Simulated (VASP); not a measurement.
# BaTiO3 (Amm2) in VASP: settings compared

Aim: see how the results for BaTiO3 move with the level of theory and the settings. Levels: PBEsol, LDA. Tasks: single point, relaxation of cell and atoms.

Program: VASP 6.6.1. These are calculated values, not measurements. Logs are shortened: lines on timing, memory, paths and dates and some standing lists are left out, and cuts for length are marked.

### 1 The cell of the first run

The structure is orthorhombic, space group Amm2 (No. 38). Conventional cell: a = 3.950 Å, b = 5.657 Å, c = 5.678 Å, α = 90.00°, β = 90.00°, γ = 90.00°. Within 3.6 Å of Ba (site symmetry mm2) lie 12 O at 2.75 to 2.93 Å and 8 Ti at 3.40 to 3.52 Å. Within 2.5 Å of Ti (site symmetry mm2) lie 6 O at 1.87 to 2.15 Å. Within 2.6 Å of O (site symmetry mm2) lie 2 Ti at 1.98 Å. O (site symmetry m) has 2 Ti at 1.87 to 2.15 Å within 2.5 Å.

### 2 Single point, PBEsol

File INCAR:

```
SYSTEM = BaTiO3
PREC = Accurate
ENCUT = 600
EDIFF = 1E-6
ISMEAR = 0
SIGMA = 0.01
LREAL = .FALSE.
LASPH = .TRUE.
NELM = 120
ALGO = Normal
ISIF = 2
LWAVE = .FALSE.
LCHARG = .FALSE.
GGA = PS
NBANDS = 28
GGA_COMPAT = .FALSE.
```

File KPOINTS:

```
Automatic mesh
0
G
  6 6 6
  0 0 0
```

File POSCAR:

```
BaTiO3
1.0
    3.9497869785      0.0000000000      0.0000000000
    0.0000000000      2.8283306165     -2.8389081843
    0.0000000000      2.8283306165      2.8389081843
Ba Ti O
1 1 3
Direct
    0.0000000000     -0.0070994357      0.0070994357
    0.5000000000      0.4801183094      0.5198816906
    0.0000000000      0.5085923307      0.4914076693
    0.5000000000      0.0152042120      0.4936954163
    0.5000000000      0.5063045837      0.9847957880
```

Potentials or basis: VASP PAW PBE potentials, release 64 (Ba_sv, Ti_sv, O).

Launch:

```console
$ cat potpaw_PBE.64/Ba_sv/POTCAR potpaw_PBE.64/Ti_sv/POTCAR potpaw_PBE.64/O/POTCAR > POTCAR
$ mpirun -np 1 vasp_std > vasp.out
```

OUTCAR:

```text
SYSTEM = BaTiO3
   PREC = Accurate
   ENCUT = 600
   EDIFF = 1E-6
   ISMEAR = 0
   LREAL = .FALSE.
   LASPH = .TRUE.
   NELM = 120
   ISIF = 2
   GGA = PS

 ion  position               nearest neighbor table
   1  0.000  0.993  0.007-   3 2.75   4 2.78   5 2.78   4 2.78   5 2.78   3 2.83   3 2.83   5 2.85
                             5 2.85   4 2.85   4 2.85   3 2.93   2 3.40   2 3.40   2 3.45   2 3.45
   2  0.500  0.480  0.520-   4 1.87   5 1.87   3 1.98   3 1.98   5 2.15   4 2.15   1 3.40   1 3.40
                             1 3.45   1 3.45   1 3.45   1 3.45   1 3.52   1 3.52
   3  0.000  0.509  0.491-   2 1.98   2 1.98   1 2.75   1 2.83   1 2.83   1 2.93
   4  0.500  0.015  0.494-   2 1.87   2 2.15   1 2.78   1 2.78   1 2.85   1 2.85
   5  0.500  0.506  0.985-   2 1.87   2 2.15   1 2.78   1 2.78   1 2.85   1 2.85

  LATTYP: Found a base centered orthorhombic cell.
 ALAT       =     5.6566612330
 B/A-ratio  =     1.0037398626
 C/A-ratio  =     0.6982541142

  Lattice vectors:

 A1 = (   0.0000000000,   2.8283306165,  -2.8389081843)
 A2 = (   0.0000000000,   2.8283306165,   2.8389081843)
 A3 = (   3.9497869785,   0.0000000000,   0.0000000000)

Analysis of symmetry for initial positions (statically):
=====================================================================
 Subroutine PRICEL returns:
 Original cell was already a primitive cell.

 Routine SETGRP: Setting up the symmetry group for a
 base centered orthorhombic supercell.

 Subroutine GETGRP returns: Found  4 space group operations
 (whereof  4 operations were pure point group operations)
 out of a pool of  8 trial point group operations.

The static configuration has the point symmetry C_2v.

Analysis of symmetry for dynamics (positions and initial velocities):
=====================================================================
 Subroutine PRICEL returns:
 Original cell was already a primitive cell.

 Routine SETGRP: Setting up the symmetry group for a
 base centered orthorhombic supercell.

 Subroutine GETGRP returns: Found  4 space group operations
 (whereof  4 operations were pure point group operations)
 out of a pool of  8 trial point group operations.

The dynamic configuration has the point symmetry C_2v.

 Subroutine INISYM returns: Found  4 space group operations
 (whereof  4 operations are pure point group operations),
[... 92 lines left out ...]
 SYSTEM =  BaTiO3
   PREC   = accura    normal or accurate (medium, high low for compatibility)
   ISTART =      0    job   : 0-new  1-cont  2-samecut
   ICHARG =      2    charge: 1-file 2-atom 10-const
   ISPIN  =      1    spin polarized calculation?
   LNONCOLLINEAR =      F non collinear calculations
   LSORBIT =      F    spin-orbit coupling
   LASPH  =      T    aspherical Exc in radial PAW
   ENCUT  =  600.0 eV  44.10 Ry    6.64 a.u.   7.89  8.00  8.00*2*pi/ulx,y,z
   NELM   =    120;   NELMIN=  2; NELMDL= -5     # of ELM steps
   EDIFF  = 0.1E-05   stopping-criterion for ELM
   LREAL  =      F    real-space projection
[... 7 lines left out ...]
   TEBEG  =    0.0;   TEEND  =   0.0 temperature during run
   PSTRESS=    0.0 pullay stress
   NELECT =      40.0000    total number of electrons
   NUPDOWN=      -1.0000    fix difference up-down
   EMIN   =  10.00;   EMAX   =-10.00  energy-range for DOS
   EFERMI =   0.00;   METHOD = LEGACY
   ISMEAR =     0;   SIGMA  =   0.01  broadening in eV -4-tet -1-fermi 0-gaus
   EFERMI_NEDOS =   21; number of points for ismear=-14 and -15
   IALGO  =     38    algorithm
   IMIX   =      4    mixing-type and parameters
     AMIX     =   0.40;   BMIX     =  1.00
     AMIX_MAG =   1.60;   BMIX_MAG =  1.00
  volume/ion in A,a.u.               =      12.69        85.61
  Fermi-wavevector in a.u.,A,eV,Ry     =   1.403890  2.652968 26.815822  1.970907
  Thomas-Fermi vector in A             =   2.526507
   LORBIT       =      0    0 simple, 1 ext, 2 COOP (PROOUT), +10 PAW based schemes
   GGA     = PS    functional components
   LHFCALC =     F    Hartree Fock is set to
   AEXX    =    0.0000 exact exchange contribution
   IVDW    =     0    specifies the selected vdW correction
   LEPSILON=     F    determine dielectric tensor
   LRPA    =     F    only Hartree local field effects (RPA)
 non-spin polarized calculation
 Gauss-broadening in eV      SIGMA  =   0.01
  energy-cutoff  :      600.00
  volume of cell :       63.43
 maximum number of plane-waves:      2160
 NGX is ok and might be reduce to    32
   NGX = 15   NGY = 17   NGZ = 17

 number of electron      39.9999992 magnetization

 Free energy of the ion-electron system (eV)
  ---------------------------------------------------
  ext. energy  EPLUGINS =         0.00000000
  ---------------------------------------------------
  free energy    TOTEN  =       -42.00772126 eV

  energy without entropy =      -42.00772126  energy(sigma->0) =      -42.00772126

 E-fermi :   3.9734     XC(G=0): -11.5613

 val. band max:        3.7687373096   @ k =   0.5000   0.5000   0.5000
 cond. band min:       5.8580906599   @ k =   0.0000   0.0000   0.0000
 fundamental gap:      2.0893533503
 Fermi energy:         3.9733818939

 k-point     1 :       0.0000    0.0000    0.0000
  band No.  band energies     occupation
      1     -52.3308      2.00000
      2     -28.7142      2.00000
      3     -28.7086      2.00000
      4     -28.6657      2.00000
      5     -20.9925      2.00000
      6     -13.0625      2.00000
[... 733 lines left out ...]
     27      11.9473      0.00000
     28      12.3671      0.00000

 [... further k-points ...]

------------------------ aborting loop because EDIFF is reached ----------------------------------------

  FORCE on cell =-STRESS in cart. coord.  units (eV):
  Direction    XX          YY          ZZ          XY          YZ          ZX
  --------------------------------------------------------------------------------------
  -------------------------------------------------------------------------------------
  Total        0.7011304      0.7257950      0.7059503      0.0000000      0.0000000      0.0000000
  in kB       17.7102293     18.3332460     17.8319783      0.0000000      0.0000000      0.0000000
  external PRESSURE =      17.9584845 kB  Pullay stress =       0.0000000 kB

 VOLUME and BASIS-vectors are now :
 -----------------------------------------------------------------------------
  energy-cutoff  :      600.00
  volume of cell :       63.43
      direct lattice vectors                 reciprocal lattice vectors
     3.949786979  0.000000000  0.000000000     0.253178211  0.000000000  0.000000000
     0.000000000  2.828330617 -2.838908184     0.000000000  0.176782727 -0.176124048
     0.000000000  2.828330617  2.838908184     0.000000000  0.176782727  0.176124048

 POSITION                                       TOTAL-FORCE (eV/Angst)
 -----------------------------------------------------------------------------------
      0.00000      2.82833     -2.79860         0.000000      0.000000     -0.038739
      1.97489      2.82833      0.11288         0.000000      0.000000     -0.050564
      0.00000      2.82833     -0.04879         0.000000      0.000000      0.018966
      1.97489      1.43934      1.35839         0.000000     -0.017024      0.035168
      1.97489      4.21732      1.35839         0.000000      0.017024      0.035168
 -----------------------------------------------------------------------------------
    total drift:                                0.000000     -0.000001      0.000686

  FREE ENERGIE OF THE ION-ELECTRON SYSTEM (eV)
  ---------------------------------------------------
  free  energy   TOTEN  =       -42.0077212610 eV

  energy  without entropy=      -42.0077212610  energy(sigma->0) =      -42.00772126
```

OSZICAR:

```text
N       E                     dE             d eps       ncg     rms          rms(c)
DAV:   1     0.468016497980E+03    0.46802E+03   -0.22662E+04  2912   0.172E+03
DAV:   2     0.101119592165E+01   -0.46701E+03   -0.44454E+03  3240   0.459E+02
DAV:   3    -0.493099892852E+02   -0.50321E+02   -0.49770E+02  4040   0.145E+02
DAV:   4    -0.519283839149E+02   -0.26184E+01   -0.26126E+01  4432   0.280E+01
DAV:   5    -0.519919965072E+02   -0.63613E-01   -0.63597E-01  3900   0.376E+00    0.236E+01
DAV:   6    -0.422173185430E+02    0.97747E+01   -0.51277E+01  4284   0.672E+01    0.996E+00
DAV:   7    -0.421669896880E+02    0.50329E-01   -0.93359E+00  3940   0.225E+01    0.725E+00
DAV:   8    -0.419993983139E+02    0.16759E+00   -0.80710E-01  3516   0.863E+00    0.287E+00
DAV:   9    -0.420260250429E+02   -0.26627E-01   -0.21821E-01  4052   0.318E+00    0.128E+00
DAV:  10    -0.420081973840E+02    0.17828E-01   -0.10431E-01  3468   0.337E+00    0.299E-01
DAV:  11    -0.420077471066E+02    0.45028E-03   -0.37938E-03  3656   0.506E-01    0.597E-02
DAV:  12    -0.420077542285E+02   -0.71219E-05   -0.18562E-04  3540   0.103E-01    0.400E-02
DAV:  13    -0.420077211169E+02    0.33112E-04   -0.23277E-04  3632   0.158E-01    0.167E-02
DAV:  14    -0.420077213668E+02   -0.24990E-06   -0.23458E-05  3596   0.378E-02    0.577E-03
DAV:  15    -0.420077212610E+02    0.10579E-06   -0.27331E-06  2940   0.149E-02
   1 F= -.42007721E+02 E0= -.42007721E+02  d E =0.000000E+00
```

Run time: 35 s. Hardware: 1 thread of AMD EPYC 9R45 (Zen 5), shared host; peak memory 0.22 GiB.

Results:

- Free energy: -42.0077 eV
- Pressure: 1.8 GPa
- Largest force: 0.051 eV/Å
- Band gap on the k mesh: 2.09 eV (least direct gap 2.44 eV)

Forces on the atoms (eV/Å):
```
Ba   0.000  0.000 -0.039
Ti   0.000  0.000 -0.051
O    0.000  0.000  0.019
O    0.000 -0.017  0.035
O    0.000  0.017  0.035
```

Caveat: the PAW data sets were made with another functional, which shifts forces and pressure a little; spin-orbit coupling is left out, which moves the levels of the heavy elements. A k mesh can miss the band edges.

### 3 Relaxation of cell and atoms, PBEsol

This run uses another cell than the first one, of 12.87 Å³/atom.

File INCAR:

```
PREC = Accurate
ENCUT = 600
EDIFF = 1E-7
ISMEAR = 0
SIGMA = 0.01
LREAL = F
LASPH = T
NELM = 120
ALGO = Normal
ISIF = 3
LWAVE = F
LCHARG = F
GGA = PS
IBRION = 2
NSW = 80
EDIFFG = -0.01
GGA_COMPAT = F
NELMIN = 4
```

File KPOINTS:

```
Automatic mesh
0
Gamma
  6 6 6
```

File POSCAR:

```
BaTiO3
1.0
    3.9855000000      0.0000000000      0.0000000000
    0.0000000000      2.8369000000     -2.8451500000
    0.0000000000      2.8369000000      2.8451500000
Ba Ti O
1 1 3
Direct
    0.0000000000      0.0000000000      0.0000000000
    0.5000000000      0.4876000000      0.5124000000
    0.0000000000      0.5126000000      0.4874000000
    0.5000000000      0.0081600000      0.5052400000
    0.5000000000      0.4947600000      0.9918400000
```

Potentials or basis: VASP PAW PBE potentials, release 64 (Ba_sv, Ti_sv, O).

Launch:

```console
$ cat potpaw_PBE.64/Ba_sv/POTCAR potpaw_PBE.64/Ti_sv/POTCAR potpaw_PBE.64/O/POTCAR > POTCAR
$ mpirun -np 1 vasp_std > vasp.out
```

OUTCAR:

```text
PREC = Accurate
   ENCUT = 600
   EDIFF = 1E-7
   ISMEAR = 0
   LREAL = F
   LASPH = T
   NELM = 120
   ISIF = 3
   GGA = PS
   IBRION = 2
   NSW = 80
   EDIFFG = -0.01
   NELMIN = 4

 ion  position               nearest neighbor table
   1  0.000  0.000  0.000-   3 2.77   4 2.81   5 2.81   4 2.81   5 2.81   3 2.84   3 2.84   4 2.84
                             4 2.84   5 2.84   5 2.84   3 2.92   2 3.42   2 3.42   2 3.47   2 3.47
   2  0.500  0.488  0.512-   4 1.93   5 1.93   3 2.00   3 2.00   5 2.09   4 2.09   1 3.42   1 3.42
                             1 3.47   1 3.47   1 3.47   1 3.47   1 3.53   1 3.53
   3  0.000  0.513  0.487-   2 2.00   2 2.00   1 2.77   1 2.84   1 2.84   1 2.92
   4  0.500  0.008  0.505-   2 1.93   2 2.09   1 2.81   1 2.81   1 2.84   1 2.84
   5  0.500  0.495  0.992-   2 1.93   2 2.09   1 2.81   1 2.81   1 2.84   1 2.84

  LATTYP: Found a base centered orthorhombic cell.
 ALAT       =     5.6738000000
 B/A-ratio  =     1.0029081039
 C/A-ratio  =     0.7024392823

  Lattice vectors:

 A1 = (   0.0000000000,   2.8369000000,  -2.8451500000)
 A2 = (   0.0000000000,   2.8369000000,   2.8451500000)
 A3 = (   3.9855000000,   0.0000000000,   0.0000000000)

Analysis of symmetry for initial positions (statically):
=====================================================================
 Subroutine PRICEL returns:
 Original cell was already a primitive cell.

 Routine SETGRP: Setting up the symmetry group for a
 base centered orthorhombic supercell.

 Subroutine GETGRP returns: Found  4 space group operations
 (whereof  4 operations were pure point group operations)
 out of a pool of  8 trial point group operations.

The static configuration has the point symmetry C_2v.

Analysis of symmetry for dynamics (positions and initial velocities):
=====================================================================
[... 157 lines left out ...]

 number of electron      39.9999992 magnetization

 Free energy of the ion-electron system (eV)
  ---------------------------------------------------
  ext. energy  EPLUGINS =         0.00000000
  ---------------------------------------------------
  free energy    TOTEN  =       -41.98249972 eV

  energy without entropy =      -41.98249972  energy(sigma->0) =      -41.98249972

------------------------ aborting loop because EDIFF is reached ----------------------------------------

  FORCE on cell =-STRESS in cart. coord.  units (eV):
  Direction    XX          YY          ZZ          XY          YZ          ZX
  --------------------------------------------------------------------------------------
  -------------------------------------------------------------------------------------
  Total       -0.8689801     -0.8094411     -1.0624499      0.0000000      0.0000000      0.0000000
  in kB      -21.6400569    -20.1573682    -26.4580023      0.0000000      0.0000000      0.0000000
  external PRESSURE =     -22.7518091 kB  Pullay stress =       0.0000000 kB
[... 98 lines left out ...]
  FREE ENERGIE OF THE ION-ELECTRON SYSTEM (eV)
  ---------------------------------------------------
  free  energy   TOTEN  =       -41.9943599741 eV

  energy  without entropy=      -41.9943599741  energy(sigma->0) =      -41.99435997

[... ionic steps 4 to 10 ...]

--------------------------------------- Ionic step       11  -------------------------------------------

 number of electron      39.9999991 magnetization

------------------------ aborting loop because EDIFF is reached ----------------------------------------
[... 73 lines left out ...]
--------------------------------------- Ionic step       13  -------------------------------------------

 number of electron      39.9999991 magnetization

 Free energy of the ion-electron system (eV)
  ---------------------------------------------------
  ext. energy  EPLUGINS =         0.00000000
  ---------------------------------------------------
  free energy    TOTEN  =       -42.01335627 eV

  energy without entropy =      -42.01335627  energy(sigma->0) =      -42.01335627

 E-fermi :   3.7326     XC(G=0): -11.4968

 val. band max:        3.6777945167   @ k =   0.5000   0.5000   0.5000
 cond. band min:       5.7758467362   @ k =   0.0000   0.0000   0.0000
 fundamental gap:      2.0980522196
 Fermi energy:         3.7326303266

 k-point     1 :       0.0000    0.0000    0.0000
  band No.  band energies     occupation
      1     -52.4506      2.00000
      2     -28.8304      2.00000
      3     -28.8263      2.00000
      4     -28.7792      2.00000
      5     -21.1164      2.00000
      6     -13.1278      2.00000
[... 637 lines left out ...]
     23       7.7228      0.00000
     24       9.3374      0.00000

 [... further k-points ...]

------------------------ aborting loop because EDIFF is reached ----------------------------------------

  FORCE on cell =-STRESS in cart. coord.  units (eV):
  Direction    XX          YY          ZZ          XY          YZ          ZX
  --------------------------------------------------------------------------------------
  -------------------------------------------------------------------------------------
  Total       -0.0269738     -0.0309835     -0.0155352      0.0000000      0.0000000      0.0000000
  in kB       -0.6732623     -0.7733437     -0.3877566      0.0000000      0.0000000      0.0000000
  external PRESSURE =      -0.6114542 kB  Pullay stress =       0.0000000 kB
[... 20 lines left out ...]
  FREE ENERGIE OF THE ION-ELECTRON SYSTEM (eV)
  ---------------------------------------------------
  free  energy   TOTEN  =       -42.0133562743 eV

  energy  without entropy=      -42.0133562743  energy(sigma->0) =      -42.01335627

 reached required accuracy - stopping structural energy minimisation
```

CONTCAR:

```text
BaTiO3
   1.00000000000000
     3.9610411495761197    0.0000000000000000    0.0000000000000000
     0.0000000000000000    2.8410643125737383   -2.8519894212123584
     0.0000000000000000    2.8410643125737383    2.8519894212123584
  Ba              Ti              O
     1     1     3
Direct
     0.0000000000000000    0.9934147751773668    0.0065852248226333
     0.5000000000000000    0.4791348980150297    0.5208651019849704
     0.0000000000000000    0.5082292625472470    0.4917707374527531
     0.5000000000000000    0.0161269676029242    0.4937859033425720
     0.5000000000000000    0.5062140966574281    0.9838730323970758

  0.00000000E+00  0.00000000E+00  0.00000000E+00
  0.00000000E+00  0.00000000E+00  0.00000000E+00
  0.00000000E+00  0.00000000E+00  0.00000000E+00
  0.00000000E+00  0.00000000E+00  0.00000000E+00
  0.00000000E+00  0.00000000E+00  0.00000000E+00
```

It took 4.6 min on 1 thread of AMD EPYC 9R45 (Zen 5), shared host; peak memory 0.23 GiB.

Results:

```
Free energy                           : -42.0134 eV
Relaxed volume                        : 12.84 Å³/atom
Relaxed cell                          : a = 3.961 Å, b = 4.026 Å, c = 4.026 Å, α = 90.22°, β = 90.00°, γ = 90.00°
Space group after relaxing (to 0.1 Å) : Amm2 (No. 38)
Energy gained by relaxing             : 6.2 meV/atom
Ionic steps                           : 13
Pressure after relaxing               : -0.1 GPa
Largest force after relaxing          : 0.009 eV/Å
Band gap on the k mesh                : 2.10 eV (least direct gap 2.48 eV)
```

Forces on the atoms (eV/Å):
```
Ba   0.000  0.000  0.009
Ti   0.000  0.000 -0.008
O    0.000  0.000 -0.005
O    0.000  0.009  0.002
O    0.000 -0.009  0.002
```

Step by step:
```tsv
step	energy change (eV)	largest force (eV/Å)	pressure (GPa)	volume (Å³)
1	0.0000	0.2803	-2.28	64.34
2	-0.0076	0.1897	2.79	62.65
3	-0.0119	0.2075	0.82	63.27
4	-0.0197	0.1555	0.66	63.43
5	-0.0277	0.0858	0.38	63.83
6	-0.0278	0.0719	0.39	63.79
7	-0.0294	0.1014	-0.66	64.22
8	-0.0295	0.0950	-0.44	64.13
9	-0.0301	0.0366	0.37	63.93
10	-0.0302	0.0415	0.13	63.99
11	-0.0306	0.0234	0.07	64.06
12	-0.0307	0.0272	0.03	64.13
13	-0.0309	0.0089	-0.06	64.19
```

Final structure:
```
Ba Ti O
1.0
     3.96104    0.00000    0.00000
     0.00000    2.84106   -2.85199
     0.00000    2.84106    2.85199
Ba Ti O
1 1 3
Direct
  0.00000 0.99341 0.00659
  0.50000 0.47913 0.52087
  0.00000 0.50823 0.49177
  0.50000 0.01613 0.49379
  0.50000 0.50621 0.98387
```

Levels at points of the mesh, in eV from the valence-band top:
```tsv
k point	band 17	band 18	band 19	band 20	band 21	band 22	band 23	band 24
(0.00, 0.00, 0.00)	-1.15	-0.48	-0.47	-0.38	2.10	2.28	2.37	4.36
(0.50, 0.00, 0.00)	-1.75	-1.63	-1.15	-1.01	2.49	3.67	3.83	4.35
(0.00, 0.50, 0.00)	-1.91	-1.75	-0.93	-0.78	2.33	3.71	3.74	4.35
(0.50, 0.50, 0.00)	-1.72	-0.94	-0.92	-0.09	3.76	3.78	4.12	4.89
(0.00, 0.50, 0.50)	-1.66	-0.93	-0.87	-0.24	3.72	3.76	4.05	5.14
(0.50, 0.50, 0.50)	-2.41	-0.16	-0.02	0.00	4.29	4.32	4.42	6.43
```

Caveat: the PAW data sets were made with another functional, which shifts forces and pressure a little; spin-orbit coupling is left out, which moves the levels of the heavy elements. As with any semilocal functional, this PBEsol gap is likely too small.

(Continued in part 2 of 2.)
